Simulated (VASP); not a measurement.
# KMgF3 (P4/mmm) in VASP: further runs, part 2 of 2

VASP 6.6.1.

### Step 4. Single point, PBE (strain -0.040 along x and y, +0.080 along z)

Input file INCAR:

```
PREC = Accurate
ENCUT = 520
EDIFF = 1E-6
ISMEAR = 0
SIGMA = 0.05
LREAL = F
LASPH = T
NELM = 60
ALGO = Normal
ISIF = 2
LWAVE = F
LCHARG = T
GGA = PE
LELF = T
LVHAR = T
NBANDS = 24
```

Input file KPOINTS:

```
regular mesh
0
Gamma
  6 6 6
```

Input file POSCAR:

```
KMgF3
1.0
    3.8264640000      0.0000000000      0.0000000000
    0.0000000000      3.8264640000      0.0000000000
    0.0000000000      0.0000000000      4.3047720000
K Mg F
1 1 3
Direct
    0.5000000000      0.5000000000      0.5000000000
    0.0000000000      0.0000000000      0.0000000000
    0.5000000000      0.0000000000      0.0000000000
    0.0000000000      0.5000000000      0.0000000000
    0.0000000000      0.0000000000      0.5000000000
```

Potentials or basis: VASP PAW PBE potentials, release 64 (K_sv, Mg, F).

Started as:

```console
$ cat potpaw_PBE.64/K_sv/POTCAR potpaw_PBE.64/Mg/POTCAR potpaw_PBE.64/F/POTCAR > POTCAR
$ mpirun -np 1 vasp_std > vasp.out
```

OUTCAR:

```text
PREC = Accurate
   ENCUT = 520
   EDIFF = 1E-6
   ISMEAR = 0
   LREAL = F
   LASPH = T
   NELM = 60
   ISIF = 2
   GGA = PE

 ion  position               nearest neighbor table
   1  0.500  0.500  0.500-   5 2.71   5 2.71   5 2.71   5 2.71   2 3.46   2 3.46   2 3.46   2 3.46
                             2 3.46   2 3.46   2 3.46   2 3.46
   2  0.000  0.000  0.000-   3 1.91   4 1.91   4 1.91   3 1.91   5 2.15   5 2.15   1 3.46   1 3.46
                             1 3.46   1 3.46   1 3.46   1 3.46   1 3.46   1 3.46
   3  0.500  0.000  0.000-   2 1.91   2 1.91
   4  0.000  0.500  0.000-   2 1.91   2 1.91
   5  0.000  0.000  0.500-   2 2.15   2 2.15   1 2.71   1 2.71   1 2.71   1 2.71

  LATTYP: Found a simple tetragonal cell.
 ALAT       =     3.8264640000
 C/A-ratio  =     1.1250000000

  Lattice vectors:

 A1 = (   3.8264640000,   0.0000000000,   0.0000000000)
 A2 = (   0.0000000000,   3.8264640000,   0.0000000000)
 A3 = (   0.0000000000,   0.0000000000,   4.3047720000)

Analysis of symmetry for initial positions (statically):
=====================================================================
 Subroutine PRICEL returns:
 Original cell was already a primitive cell.

 Routine SETGRP: Setting up the symmetry group for a
 simple tetragonal supercell.

 Subroutine GETGRP returns: Found 16 space group operations
 (whereof 16 operations were pure point group operations)
 out of a pool of 16 trial point group operations.

The static configuration has the point symmetry D_4h.

Analysis of symmetry for dynamics (positions and initial velocities):
=====================================================================
 Subroutine PRICEL returns:
 Original cell was already a primitive cell.

 Routine SETGRP: Setting up the symmetry group for a
 simple tetragonal supercell.

[... 121 lines left out ...]
   NELECT =      32.0000    total number of electrons
   NUPDOWN=      -1.0000    fix difference up-down
   EMIN   =  10.00;   EMAX   =-10.00  energy-range for DOS
   EFERMI =   0.00;   METHOD = LEGACY
   ISMEAR =     0;   SIGMA  =   0.05  broadening in eV -4-tet -1-fermi 0-gaus
   EFERMI_NEDOS =   21; number of points for ismear=-14 and -15
   IALGO  =     38    algorithm
   IMIX   =      4    mixing-type and parameters
     AMIX     =   0.40;   BMIX     =  1.00
     AMIX_MAG =   1.60;   BMIX_MAG =  1.00
  volume/ion in A,a.u.               =      12.61        85.07
  Fermi-wavevector in a.u.,A,eV,Ry     =   1.306000  2.467981 23.206570  1.705635
  Thomas-Fermi vector in A             =   2.436831
   LORBIT       =      0    0 simple, 1 ext, 2 COOP (PROOUT), +10 PAW based schemes
   GGA     = PE    functional components
   LHFCALC =     F    Hartree Fock is set to
   AEXX    =    0.0000 exact exchange contribution
   IVDW    =     0    specifies the selected vdW correction
   LEPSILON=     F    determine dielectric tensor
   LRPA    =     F    only Hartree local field effects (RPA)
 non-spin polarized calculation
 Gauss-broadening in eV      SIGMA  =   0.05
  energy-cutoff  :      520.00
  volume of cell :       63.03
 maximum number of plane-waves:      1712
   NGX = 15   NGY = 15   NGZ = 17

 number of electron      31.9999977 magnetization

 Free energy of the ion-electron system (eV)
  ---------------------------------------------------
  ext. energy  EPLUGINS =         0.00000000
  ---------------------------------------------------
  free energy    TOTEN  =       -24.22923126 eV

  energy without entropy =      -24.22923126  energy(sigma->0) =      -24.22923126

 E-fermi :  -1.2562     XC(G=0):  -9.6992

 val. band max:       -1.4925712290   @ k =   0.5000   0.5000   0.5000
 cond. band min:       5.7334371924   @ k =   0.0000   0.0000   0.0000
 fundamental gap:      7.2260084214
 Fermi energy:        -1.2562016309

 k-point     1 :       0.0000    0.0000    0.0000
  band No.  band energies     occupation
      1     -27.2219      2.00000
      2     -21.8613      2.00000
      3     -21.1965      2.00000
      4     -20.8102      2.00000
      5     -10.7842      2.00000
      6     -10.6697      2.00000
[... 637 lines left out ...]
     23      12.7016      0.00000
     24      13.4308      0.00000

 [... further k-points ...]
[... 5 lines left out ...]
  --------------------------------------------------------------------------------------
  -------------------------------------------------------------------------------------
  Total        3.5927516      3.5927516     -0.8188328      0.0000000     -0.0000000      0.0000000
  in kB       91.3255623     91.3255623    -20.8142316      0.0000000     -0.0000000      0.0000000
  external PRESSURE =      53.9456310 kB  Pullay stress =       0.0000000 kB

 VOLUME and BASIS-vectors are now :
 -----------------------------------------------------------------------------
  energy-cutoff  :      520.00
  volume of cell :       63.03
      direct lattice vectors                 reciprocal lattice vectors
     3.826464000  0.000000000  0.000000000     0.261337883  0.000000000  0.000000000
     0.000000000  3.826464000  0.000000000     0.000000000  0.261337883  0.000000000
     0.000000000  0.000000000  4.304772000     0.000000000  0.000000000  0.232300340

 POSITION                                       TOTAL-FORCE (eV/Angst)
 -----------------------------------------------------------------------------------
      1.91323      1.91323      2.15239         0.000000      0.000000      0.000000
      0.00000      0.00000      0.00000         0.000000      0.000000      0.000000
      1.91323      0.00000      0.00000         0.000000      0.000000      0.000000
      0.00000      1.91323      0.00000         0.000000      0.000000      0.000000
      0.00000      0.00000      2.15239         0.000000      0.000000      0.000000
 -----------------------------------------------------------------------------------
    total drift:                                0.000000      0.000000     -0.000000

  FREE ENERGIE OF THE ION-ELECTRON SYSTEM (eV)
  ---------------------------------------------------
  free  energy   TOTEN  =       -24.2292312560 eV

  energy  without entropy=      -24.2292312560  energy(sigma->0) =      -24.22923126
```

Run time: 42 s. Hardware: 1 thread of Intel Xeon Platinum 8259CL at 2.50GHz (Skylake/Cascade Lake), shared host; peak memory 0.2 GiB.

Results:

```
Free energy            : -24.2292 eV
Pressure               : 5.4 GPa
Band gap on the k mesh : 7.23 eV (least direct gap 7.58 eV)
```

Caveat: the cell differs from its parent crystal (strain -0.040 along x and y, +0.080 along z); the cell stands under pressure. A k mesh can miss the band edges.

### Step 5. Single point, PBE (strain +0.040 along x and y, -0.080 along z)

Input file INCAR:

```
SYSTEM = KMgF3
PREC = Accurate
ENCUT = 520
EDIFF = 1E-7
ISMEAR = 0
SIGMA = 0.05
LREAL = .FALSE.
LASPH = .TRUE.
NELM = 100
ALGO = Normal
ISIF = 2
LWAVE = .FALSE.
LCHARG = .FALSE.
GGA = PE
NBANDS = 24
```

Input file KPOINTS:

```
regular mesh
0
G
  6 6 6
  0 0 0
```

Changes to POSCAR since step 4:

```diff
@@ -2,5 +2,5 @@
 1.0
-    3.8264640000      0.0000000000      0.0000000000
-    0.0000000000      3.8264640000      0.0000000000
-    0.0000000000      0.0000000000      4.3047720000
+    4.1453360000      0.0000000000      0.0000000000
+    0.0000000000      4.1453360000      0.0000000000
+    0.0000000000      0.0000000000      3.6670280000
 K Mg F
```

Started as:

```console
$ cat potpaw_PBE.64/K_sv/POTCAR potpaw_PBE.64/Mg/POTCAR potpaw_PBE.64/F/POTCAR > POTCAR
$ mpirun -np 1 vasp_std > vasp.out
```

Wall time 44 s (1 thread of Intel Xeon Platinum 8259CL at 2.50GHz (Skylake/Cascade Lake), shared host); peak memory 0.21 GiB.

It converged, with:

| Quantity | Value |
| --- | --- |
| Free energy | -24.1670 eV |
| Pressure | 5.7 GPa |
| Band gap on the k mesh | 7.29 eV (least direct gap 7.57 eV) |

Stress tensor (GPa, compression positive):
```
 0.35  0.00  0.00
 0.00  0.35  0.00
 0.00  0.00 16.48
```

Levels at points of the mesh, in eV from the valence-band top:
| k point | band 12 | band 13 | band 14 | band 15 | band 16 | band 17 | band 18 | band 19 | band 20 | band 21 |
| --- | --- | --- | --- | --- | --- | --- | --- | --- | --- | --- |
| (0.00, 0.00, 0.00) | -0.70 | -0.43 | -0.30 | -0.30 | -0.28 | 7.29 | 9.82 | 10.38 | 11.65 | 12.61 |
| (0.50, 0.00, 0.00) | -0.87 | -0.72 | -0.59 | -0.53 | -0.47 | 9.92 | 10.34 | 10.85 | 12.31 | 13.06 |
| (0.50, 0.50, 0.00) | -1.37 | -0.97 | -0.75 | -0.75 | -0.11 | 10.80 | 11.20 | 12.32 | 12.32 | 13.37 |
| (0.00, 0.00, 0.50) | -1.37 | -1.25 | -0.85 | -0.52 | -0.52 | 10.51 | 10.62 | 11.75 | 12.60 | 12.70 |
| (0.50, 0.00, 0.50) | -1.17 | -0.98 | -0.74 | -0.72 | -0.05 | 10.86 | 11.98 | 12.53 | 12.60 | 12.63 |
| (0.50, 0.50, 0.50) | -1.27 | -0.95 | -0.06 | 0.00 | 0.00 | 10.36 | 10.36 | 10.46 | 13.35 | 13.72 |

Caveat: the cell differs from its parent crystal (strain +0.040 along x and y, -0.080 along z); the cell stands under pressure.

### Step 6. Summary

```csv
cell,gap on the mesh (eV),pressure (GPa)
"a = 3.986, b = 3.986, c = 3.667 Å, 5 atoms",7.92,12.7
"a = 3.826, b = 3.826, c = 4.145 Å, 5 atoms",7.56,8.1
"a = 3.826, b = 3.826, c = 4.305 Å, 5 atoms",7.23,5.4
"a = 4.145, b = 4.145, c = 3.667 Å, 5 atoms",7.29,5.7
```

Alike in all rows: task single point; level PBE; potentials or basis VASP PAW PBE potentials, release 64 (K_sv, Mg, F); no spin polarisation; k mesh 6 × 6 × 6; cutoff (eV) 520; smearing gaussian 0.05 eV.

Caveats: the cell stands under pressure.

Total energies depend on the potentials used, so only differences within one code and one set of settings carry meaning.
